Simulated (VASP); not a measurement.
# Li (a cell with a defect) in VASP: single point with PBE+D3(BJ)

Aim: the single point of Li (a cell with a defect) with PBE+D3(BJ).

Everything below comes from runs of VASP 6.6.1. Logs are shortened: lines on timing, memory, paths and dates and some standing lists are left out, and cuts for length are marked.

## (1) The cell of the first run

The cell holds a defect, 23 atoms: a = 8.145 Å, b = 8.145 Å, c = 8.145 Å, α = 80.41°, β = 70.53°, γ = 60.00°.

## (2) Single point, PBE+D3(BJ) (atoms taken out, then relaxed in part)

INCAR reads:

```
SYSTEM = Li
  PREC = Accurate
  ENCUT = 520
  EDIFF = 1E-6
  ISMEAR = 0
  SIGMA = 0.1
  LREAL = Auto
  LASPH = .True.
  NELM = 80
  ALGO = Normal
  ISIF = 2
  LWAVE = .False.
  LCHARG = .True.
  GGA = PE
  IVDW = 12
  LELF = .True.
  LVHAR = .True.
  NBANDS = 52
```

KPOINTS reads:

```
Automatic mesh
0
Gamma
  4 4 4
  0 0 0
```

POSCAR reads:

```
Li
1.0
   -6.6501031448      3.3250515724     -3.3250515724
   -3.3250515724     -3.3250515724     -6.6501031448
   -6.6501031448     -3.3250515724      3.3250515724
Li
23
Direct
    0.9238050828      0.6666666667      0.3048601597
    0.4326439574      0.6666666667      0.7325227456
    0.5241817094      0.6666666667      0.3468594292
    0.6595282505      0.6666666667     -0.0548601597
    0.0591516239      0.6666666667      0.9031405708
    0.1506893760      0.6666666667      0.5174772544
    0.2916666667      0.6666666667      0.1250000000
    0.7072107090      0.2948651565      0.8672210633
    0.8248867305      0.3819287913      0.5067778091
    0.9376319640      0.3747360720      0.1250000000
    0.4641084625      0.3217830750      0.6250000000
    0.5902784249      0.3222942036      0.2372290392
    0.0431844782      0.3819287913      0.7432221909
    0.2479241345      0.2948651565      0.3827789367
    0.3374273715      0.3222942036      0.0127709608
    0.7584466028     -0.0485954580      0.7432221909
    0.8761226243      0.0384681769      0.3827789367
    0.3354091988      0.0384681769      0.8672210633
    0.5401488552     -0.0485954580      0.5067778091
    0.6457013693     -0.0414027386      0.1250000000
    0.1192248708      0.0115502583      0.6250000000
    0.2459059618      0.0110391297      0.2372290392
   -0.0069450916      0.0110391297      0.0127709608
```

Potentials or basis: VASP PAW PBE potentials, release 64 (Li_sv).

Command:

```
$ cat potpaw_PBE.64/Li_sv/POTCAR > POTCAR
$ mpirun -np 1 vasp_std > vasp.out
```

OUTCAR:

```text
SYSTEM = Li
   PREC = Accurate
   ENCUT = 520
   EDIFF = 1E-6
   ISMEAR = 0
   LREAL = Auto
   LASPH = .True.
   NELM = 80
   ISIF = 2
   GGA = PE
   IVDW = 12
 IVDW          = 12

 ion  position               nearest neighbor table
   1  0.924  0.667  0.305-
   2  0.433  0.667  0.733-
   3  0.524  0.667  0.347-
   4  0.660  0.667  0.945-
   5  0.059  0.667  0.903-
   6  0.151  0.667  0.517-
[... 15 lines left out ...]
  22  0.246  0.011  0.237-
  23  0.993  0.011  0.013-

  LATTYP: Found a base centered monoclinic cell.
 ALAT       =     8.1446797208
 B/A-ratio  =     1.7320508076
 C/A-ratio  =     1.0000000000
 COS(beta)  =    -0.3333333333

  Lattice vectors:

 A1 = (   3.3250515724,  -6.6501031448,  -3.3250515724)
 A2 = (   3.3250515724,   3.3250515724,   6.6501031448)
 A3 = (  -6.6501031448,  -3.3250515724,   3.3250515724)

Analysis of symmetry for initial positions (statically):
=====================================================================
 Subroutine PRICEL returns:
 Original cell was already a primitive cell.

 Routine SETGRP: Setting up the symmetry group for a
 base centered monoclinic supercell.

 Subroutine GETGRP returns: Found  4 space group operations
 (whereof  1 operations were pure point group operations)
 out of a pool of  4 trial point group operations.

The static configuration has the point symmetry C_1 .
 The point group associated with its full space group is C_2h.

Analysis of symmetry for dynamics (positions and initial velocities):
=====================================================================
 Subroutine PRICEL returns:
 Original cell was already a primitive cell.

 Routine SETGRP: Setting up the symmetry group for a
 base centered monoclinic supercell.

 Subroutine GETGRP returns: Found  4 space group operations
 (whereof  1 operations were pure point group operations)
 out of a pool of  4 trial point group operations.

The dynamic configuration has the point symmetry C_1 .
 The point group associated with its full space group is C_2h.

 Subroutine INISYM returns: Found  4 space group operations
 (whereof  1 operations are pure point group operations),
 and found     1 'primitive' translations

----------------------------------------------------------------------------------------

                                     Primitive cell

  volume of cell :     441.1400

  direct lattice vectors                    reciprocal lattice vectors
    -6.650103145  3.325051572 -3.325051572    -0.075186804  0.125311340 -0.025062268
    -3.325051572 -3.325051572 -6.650103145     0.000000000 -0.100249072 -0.100249072
    -6.650103145 -3.325051572  3.325051572    -0.075186804 -0.075186804  0.075186804

  length of vectors
     8.144679721  8.144679721  8.144679721     0.148270377  0.141773597  0.130227364

  position of ions in fractional coordinates (direct lattice)
     0.923805083  0.666666667  0.304860160
     0.432643957  0.666666667  0.732522746
     0.524181709  0.666666667  0.346859429
     0.659528251  0.666666667  0.945139840
     0.059151624  0.666666667  0.903140571
     0.150689376  0.666666667  0.517477254
[... 15 lines left out ...]
     0.245905962  0.011039130  0.237229039
     0.993054908  0.011039130  0.012770961

  ion indices of the primitive-cell ions
   primitive index   ion index
                 1           1
                 2           2
                 3           3
                 4           4
                 5           5
                 6           6
[... 15 lines left out ...]
                22          22
                23          23

----------------------------------------------------------------------------------------

 KPOINTS: Automatic mesh

Automatic generation of k-mesh.
 Grid dimensions read from file:
 generate k-points for:    4    4    4

 Generating k-lattice:

  Cartesian coordinates                     Fractional coordinates (reciprocal lattice)
    -0.018796701  0.031327835 -0.006265567     0.250000000 -0.000000000  0.000000000
     0.000000000 -0.025062268 -0.025062268     0.000000000  0.250000000  0.000000000
    -0.018796701 -0.018796701  0.018796701     0.000000000  0.000000000  0.250000000

  Length of vectors
     0.037067594  0.035443399  0.032556841

  Shift w.r.t. Gamma in fractional coordinates (k-lattice)
     0.000000000  0.000000000  0.000000000

 Subroutine IBZKPT returns following result:
 ===========================================

 Found     24 irreducible k-points:

 Following reciprocal coordinates:
            Coordinates               Weight
  0.000000  0.000000  0.000000      1.000000
  0.250000 -0.000000  0.000000      4.000000
  0.500000 -0.000000  0.000000      2.000000
  0.000000  0.250000  0.000000      2.000000
  0.500000  0.250000  0.000000      2.000000
 -0.250000  0.250000 -0.000000      4.000000
[... 16 lines left out ...]
 -0.250000  0.250000  0.500000      4.000000
  0.000000  0.500000  0.500000      1.000000
   k-points           NKPTS =     24   k-points in BZ     NKDIM =     24   number of bands    NBANDS=     52
   number of dos      NEDOS =    301   number of ions     NIONS =     23
   total plane-waves  NPLWV = 262144
   dimension x,y,z NGX =    64 NGY =   64 NGZ =   64
   dimension x,y,z NGXF=   128 NGYF=  128 NGZF=  128
   ions per type =              23
   NGX,Y,Z   is equivalent  to a cutoff of  13.06, 13.06, 13.06 a.u.
   NGXF,Y,Z  is equivalent  to a cutoff of  26.13, 26.13, 26.13 a.u.
 SYSTEM =  Li
   PREC   = accura    normal or accurate (medium, high low for compatibility)
   ISTART =      0    job   : 0-new  1-cont  2-samecut
   ICHARG =      2    charge: 1-file 2-atom 10-const
   ISPIN  =      1    spin polarized calculation?
   LNONCOLLINEAR =      F non collinear calculations
   LSORBIT =      F    spin-orbit coupling
   LASPH  =      T    aspherical Exc in radial PAW
   ENCUT  =  520.0 eV  38.22 Ry    6.18 a.u.  15.14 15.14 15.14*2*pi/ulx,y,z
   NELM   =     80;   NELMIN=  2; NELMDL= -5     # of ELM steps
   EDIFF  = 0.1E-05   stopping-criterion for ELM
   LREAL  =      T    real-space projection
   EDIFFG = 0.1E-04   stopping-criterion for IOM
   NSW    =      0    number of steps for IOM
   IBRION =     -1    ionic relax: 0-MD 1-quasi-New 2-CG
   NFREE  =      0    steps in history (QN), initial steepest desc. (CG)
   ISIF   =      2    stress and relaxation
   ISYM   =      2    0-nonsym 1-usesym 2-fastsym
   POTIM  = 0.5000    time-step for ionic-motion
   TEBEG  =    0.0;   TEEND  =   0.0 temperature during run
   PSTRESS=    0.0 pullay stress
   NELECT =      69.0000    total number of electrons
   NUPDOWN=      -1.0000    fix difference up-down
   EMIN   =  10.00;   EMAX   =-10.00  energy-range for DOS
   EFERMI =   0.00;   METHOD = LEGACY
   ISMEAR =     0;   SIGMA  =   0.10  broadening in eV -4-tet -1-fermi 0-gaus
   EFERMI_NEDOS =   21; number of points for ismear=-14 and -15
   IALGO  =     38    algorithm
   IMIX   =      4    mixing-type and parameters
     AMIX     =   0.40;   BMIX     =  1.00
     AMIX_MAG =   1.60;   BMIX_MAG =  1.00
  volume/ion in A,a.u.               =      19.18       129.43
  Fermi-wavevector in a.u.,A,eV,Ry     =   0.882062  1.666855 10.585784  0.778033
  Thomas-Fermi vector in A             =   2.002642
   LORBIT       =      0    0 simple, 1 ext, 2 COOP (PROOUT), +10 PAW based schemes
   GGA     = PE    functional components
   LHFCALC =     F    Hartree Fock is set to
   AEXX    =    0.0000 exact exchange contribution
   IVDW    =    12    specifies the selected vdW correction
   LEPSILON=     F    determine dielectric tensor
   LRPA    =     F    only Hartree local field effects (RPA)
 non-spin polarized calculation
 Gauss-broadening in eV      SIGMA  =   0.10
  energy-cutoff  :      520.00
  volume of cell :      441.14
 maximum number of plane-waves:     11895
 NGX is ok and might be reduce to    64
   NGX = 31   NGY = 31   NGZ = 31

 number of electron      68.9999966 magnetization

 Free energy of the ion-electron system (eV)
  ---------------------------------------------------
  ext. energy  EPLUGINS =         0.00000000
  ---------------------------------------------------
  free energy    TOTEN  =       -43.26505804 eV

  energy without entropy =      -43.19860212  energy(sigma->0) =      -43.23183008

 E-fermi :   0.8229     XC(G=0):  -7.1760

 val. band max:        0.8138068115   @ k =   0.0000   0.5000   0.2500
 cond. band min:       0.8264464985   @ k =   0.0000   0.0000   0.5000
 fundamental gap:      0.0126396870
 Fermi energy:         0.8229248944

 k-point     1 :       0.0000    0.0000    0.0000
  band No.  band energies     occupation
      1     -45.7661      2.00000
      2     -45.7656      2.00000
      3     -45.7125      2.00000
      4     -45.7102      2.00000
      5     -45.7074      2.00000
      6     -45.7070      2.00000
[... 38 lines left out ...]
     45       3.6905      0.00000
     46       3.8329      0.00000

 k-point     2 :       0.2500   -0.0000    0.0000
  band No.  band energies     occupation
      1     -45.7660      2.00000
      2     -45.7657      2.00000
      3     -45.7121      2.00000
      4     -45.7105      2.00000
      5     -45.7077      2.00000
      6     -45.7069      2.00000
[... 38 lines left out ...]
     45       2.8674      0.00000
     46       3.2060      0.00000

 k-point     3 :       0.5000   -0.0000    0.0000
  band No.  band energies     occupation
      1     -45.7659      2.00000
      2     -45.7657      2.00000
      3     -45.7114      2.00000
      4     -45.7110      2.00000
      5     -45.7080      2.00000
      6     -45.7068      2.00000
[... 1018 lines left out ...]
     45       2.6288      0.00000
     46       3.0816      0.00000

 k-point    24 :       0.0000    0.5000    0.5000
  band No.  band energies     occupation
      1     -45.7660      2.00000
      2     -45.7657      2.00000
      3     -45.7116      2.00000
      4     -45.7109      2.00000
      5     -45.7080      2.00000
      6     -45.7067      2.00000
[... 38 lines left out ...]
     45       2.2473      0.00000
     46       2.7869      0.00000
 [bands above 46 left out]

------------------------ aborting loop because EDIFF is reached ----------------------------------------

 Edisp (eV)   -4.10961

 E8    (eV) :    -1.7098

  FORCE on cell =-STRESS in cart. coord.  units (eV):
  Direction    XX          YY          ZZ          XY          YZ          ZX
  --------------------------------------------------------------------------------------
  -------------------------------------------------------------------------------------
  Total      -1.83780    -1.46729    -1.46729    -0.21804    -0.26207     0.21804
  in kB      -6.67469    -5.32906    -5.32906    -0.79190    -0.95181     0.79190
  external pressure =       -5.78 kB  Pullay stress =        0.00 kB

 VOLUME and BASIS-vectors are now :
 -----------------------------------------------------------------------------
  energy-cutoff  :      520.00
  volume of cell :      441.14
      direct lattice vectors                 reciprocal lattice vectors
    -6.650103145  3.325051572 -3.325051572    -0.075186804  0.125311340 -0.025062268
    -3.325051572 -3.325051572 -6.650103145     0.000000000 -0.100249072 -0.100249072
    -6.650103145 -3.325051572  3.325051572    -0.075186804 -0.075186804  0.075186804

 POSITION                                       TOTAL-FORCE (eV/Angst)
 -----------------------------------------------------------------------------------
    -10.38745     -0.15868     -6.49143        -0.002829     -0.002451      0.002451
     -9.96518     -3.21381     -3.43629        -0.000939      0.000985     -0.000985
     -8.00921     -1.62710     -5.02301        -0.000703     -0.001126      0.001126
    -12.88791     -3.16637     -3.48373         0.002829      0.002451     -0.002451
     -8.61604     -5.02301     -1.62710         0.000703      0.001126     -0.001126
     -6.66008     -3.43629     -3.21381         0.000939     -0.000985      0.000985
[... 15 lines left out ...]
     -3.24960     -0.00785     -0.10226        -0.004119     -0.000703      0.004338
     -6.72555      3.22279     -3.33291         0.004119      0.004338     -0.000703
 -----------------------------------------------------------------------------------
    total drift:                               -0.000003      0.000044      0.000032

  FREE ENERGIE OF THE ION-ELECTRON SYSTEM (eV)
  ---------------------------------------------------
  free  energy   TOTEN  =       -47.3746703606 eV

  energy  without entropy=      -47.3082144395  energy(sigma->0) =      -47.34144240
```

It took 26 min on 1 thread of Intel Xeon 8259CL, shared host; peak memory 0.74 GiB.

Results:

```
Free energy                : -47.3747 eV
Largest force              : 0.006 eV/Å
Band gap on the k mesh     : zero (an odd number of electrons rules out a gap without spin polarisation)
Dispersion energy per atom : -0.179 eV
```

Forces on the atoms (eV/Å):
```
Li  -0.003 -0.002  0.002
Li  -0.001  0.001 -0.001
Li  -0.001 -0.001  0.001
Li   0.003  0.002 -0.002
Li   0.001  0.001 -0.001
Li   0.001 -0.001  0.001
Li   0.000  0.000  0.000
Li  -0.001  0.003  0.001
Li  -0.001 -0.001  0.002
Li   0.000  0.003  0.003
Li   0.000  0.004  0.004
Li  -0.004 -0.004  0.001
Li   0.001  0.002 -0.001
Li   0.001  0.001  0.003
Li   0.004  0.001 -0.004
Li   0.001  0.001 -0.002
Li   0.001 -0.003 -0.001
Li  -0.001 -0.001 -0.003
Li  -0.001 -0.002  0.001
Li   0.000 -0.003 -0.003
Li   0.000 -0.004 -0.004
Li  -0.004 -0.001  0.004
Li   0.004  0.004 -0.001
```

Caveat: the cell differs from its parent crystal (atoms taken out, then relaxed in part); the cutoff is under 1.25 times the usual one of these potentials, so pressure, stress and relaxed cells hold a basis-set (Pulay) error.
